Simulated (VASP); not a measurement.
YbSe, 2 atoms in the cell. Symmetry: Fm-3m, No. 225, cubic system. The conventional cell has a = 5.988 Å, b = 5.988 Å, c = 5.988 Å, α = 90.00°, β = 90.00°, γ = 90.00°. Yb (site symmetry m-3m) has 6 Se at 2.99 Å within 3.9 Å. Se (site symmetry m-3m) has 6 Yb at 2.99 Å within 3.9 Å. 

| Quantity | Value |
| --- | --- |
| Program | VASP 6.6.1 |
| Task | relaxation of cell and atoms |
| Functional | r2SCAN |
| Potentials or basis | VASP PAW PBE potentials, release 64 (Yb, Se) |
| Cutoff | 600 eV |
| k mesh | 7 × 7 × 7 |
| Occupations | fermi-dirac, width 0.0946 eV |
| Spin | no spin polarisation |
| Dipole correction | no |
| Further INCAR settings | ALGO = Normal; EDIFF = 1e-06; IBRION = 2; EDIFFG = -0.03; NSW = 60; ISIF = 3 |

Potentials or basis: VASP PAW PBE potentials, release 64 (Yb, Se).

Run with:

```bash
$ cat potpaw_PBE.64/Yb/POTCAR potpaw_PBE.64/Se/POTCAR > POTCAR
$ cp INCAR.step1 INCAR
$ mpirun -np 1 vasp_std > vasp.out
$ cp INCAR.step2 INCAR
$ mpirun -np 1 vasp_std > vasp.out
```

Hardware: 1 thread of Intel(R) Xeon(R) Platinum 8375C CPU @ 2.90GHz (Ice Lake) (shared host).

Problem. How long does it take, and how much memory?

Solution. Wall time 9.9 min on 1 thread of Intel(R) Xeon(R) Platinum 8375C CPU @ 2.90GHz (Ice Lake), on a shared host, peak memory 0.26 GiB. Counts: k points 20, ion steps 3.
